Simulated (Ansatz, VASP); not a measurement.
# Two plane-wave programs on C

```
CELL_PARAMETERS angstrom
0.00000 1.88406 1.72334
1.75013 0.00000 1.72334
1.75013 1.88406 0.00000
ATOMIC_POSITIONS crystal
C 0.50000 0.50000 0.50000
C 0.75000 0.75000 0.75000
```

Change from the starting cell: strain +e along x and -e along y -0.0375, strain +e along z and -e/2 along x and y -0.0350.

Alike in both runs: task single point; functional PBE; k mesh 12 × 12 × 12; occupations gaussian, width 0.05 eV; no spin polarisation.

|  | VASP | Ansatz |
| --- | --- | --- |
| version | VASP 6.6.1 | Ansatz 0.2.0 |
| potentials or method | VASP PAW PBE potentials, release 64 (C), cutoff 520 eV | scalar-relativistic, plane waves, PAW |
| valence electrons in the cell | 8 | 8 |

Ansatz gave:

| Property | Result |
| --- | --- |
| gap on the k mesh at the Fermi level (eV) | 2.86 |
| least direct gap on the mesh (eV) | 4.68 |
| pressure (GPa) | 1.2 |
| traceless stress, the component that is largest in VASP (GPa) | -54.38 |

Estimate VASP's values.

gap on the k mesh at the Fermi level (eV): 2.85; least direct gap on the mesh (eV): 4.68; pressure (GPa): 1.8; traceless stress, the component that is largest in VASP (GPa): -54.38.
